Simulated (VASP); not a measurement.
**NiSb: single point with PBEsol**

Crystal: NiSb.

```
CELL_PARAMETERS angstrom
3.83607 0.00000 0.00000
-1.91803 3.32213 0.00000
0.00000 0.00000 4.96676
ATOMIC_POSITIONS crystal
Ni 0.00000 0.00000 0.00000
Ni 0.00000 0.00000 0.50000
Sb 0.33333 0.66667 0.25000
Sb 0.66667 0.33333 0.75000
```

```json
{"Program": "VASP 6.6.1", "Task": "single point", "Functional": "PBEsol", "Potentials or basis": "VASP PAW PBE potentials, release 64 (Ni, Sb)", "Cutoff": "520 eV", "k mesh": "12 × 12 × 8", "Occupations": "gaussian, width 0.1 eV", "Spin": "no spin polarisation"}
```

```yaml
Pressure: 9.5 GPa
Band_gap_on_the_k_mesh: zero (bands 15 and 16 overlap by 3.70 eV)
```

Stress tensor (GPa, compression positive):
```
9.44 0.00 0.00
0.00 9.44 0.00
0.00 0.00 9.60
```

Levels at points of the mesh, in eV from the Fermi level:
```tsv
k point	band 11	band 12	band 13	band 14	band 15	band 16	band 17	band 18	band 19	band 20
(0.00, 0.00, 0.00)	-1.53	-1.53	-0.04	0.56	0.56	2.63	2.63	3.09	4.41	5.88
(0.50, 0.00, 0.00)	-2.43	-2.15	-1.84	-1.60	-1.52	-0.28	1.23	3.39	4.36	5.43
(0.00, 0.00, 0.50)	-2.42	-2.42	0.50	0.50	2.21	2.21	2.21	2.21	5.37	5.37
(0.50, 0.00, 0.50)	-2.23	-2.23	-2.09	-2.09	0.12	0.12	1.89	1.89	5.47	5.47
```

Run time: 3.7 min on 1 thread of Intel Xeon 8259CL (shared host), peak memory 0.27 GiB.

Caveat: the cell stands under pressure; the PAW data sets were made with another functional, which shifts forces and pressure a little; spin-orbit coupling is left out, which moves the levels of the heavy elements. Spin polarisation is off, so any magnetic state and its effect on volume and gap are missing.
